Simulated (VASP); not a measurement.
Si2N:

```xyz
3
Lattice="2.9089 0.0000 0.0000 -1.4544 2.5192 0.0000 0.0000 0.0000 5.3038" Properties=species:S:1:pos:R:3 pbc="T T T"
Si    1.4544    0.8397    4.0005
Si    0.0000    1.6794    1.3032
N     0.0000    0.0000    0.0000
```

The cell was generated, and may not be a known phase.

| Quantity | Value |
| --- | --- |
| Program | VASP 6.6.1 |
| Task | relaxation of cell and atoms |
| Functional | PBE |
| Potentials or basis | VASP PAW PBE potentials, release 64 (Si, N) |
| Cutoff | 600 eV |
| k mesh | 6 × 6 × 4 |
| Occupations | gaussian, width 0.1 eV |
| Spin | no spin polarisation |

At the start: pressure -8.5 GPa; volume 12.96 Å³/atom.

How do energy, volume and symmetry change on relaxing?

Over 7 steps the energy falls by 90.7 meV/atom and the volume is 11.50 Å³/atom (-11.2 %); space group P-3m1 (No. 164, to 0.1 Å) before and after.

Step by step:
```tsv
step	energy change (eV)	largest force (eV/Å)	pressure (GPa)	volume (Å³)
1	0.0000	0.6388	-8.53	38.87
2	-0.2610	0.5037	-2.61	35.05
3	-0.2611	0.4806	-2.77	35.12
4	-0.2578	0.4879	3.61	33.77
5	-0.2715	0.0521	0.16	34.48
6	-0.2715	0.0433	0.23	34.47
7	-0.2720	0.0361	0.24	34.50
```

Final structure:
```
Si N
1.0
     2.72711    0.00000    0.00000
    -1.36355    2.36175    0.00000
     0.00000    0.00000    5.35724
Si N
2 1
Direct
  0.66667 0.33333 0.75079
  0.33333 0.66667 0.24921
  0.00000 0.00000 0.00000
```

Caveat: the k points lie up to 0.44 Å⁻¹ apart in the final cell, too coarse for converged energies and pressures of a metal; an odd number of electrons without spin polarisation forces a metal; a magnetic or distorted state may lie lower.
